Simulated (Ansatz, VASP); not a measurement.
## ZnO: VASP beside Ansatz

```
Zn O
1.0
     3.18737    0.00000    0.00000
    -1.59369    2.76034    0.00000
     0.00000    0.00000    5.15279
Zn O
2 2
Direct
  0.33333 0.66667 0.00228
  0.66667 0.33333 0.50228
  0.33333 0.66667 0.38072
  0.66667 0.33333 0.88072
```

Alike in both runs: task relaxation of cell and atoms; functional LDA; k mesh 12 × 12 × 8; no spin polarisation.

```csv
,VASP,Ansatz
version,VASP 6.6.1,Ansatz 0.2.0
potentials or method,"VASP PAW LDA potentials, release 64 (Zn, O), cutoff 600 eV","scalar-relativistic, plane waves, PAW"
occupations,"gaussian, width 0.01 eV",fixed
valence electrons in the cell,36,36
```

```csv
,VASP,Ansatz,Ansatz less VASP
"gap on the k mesh at the Fermi level, each at its own relaxed structure (eV)",0.80,0.79,-0.006
relaxed volume (Å³/atom),11.41,11.33,-0.073
relaxed length of the cell vector where the two differ most in proportion (Å),3.194,3.187,-0.0069
```

Ansatz warns that its potentials were made for another functional, while VASP's fit it. LDA's correlation is that of Perdew and Zunger in VASP and of Perdew and Wang (1992) in Ansatz.
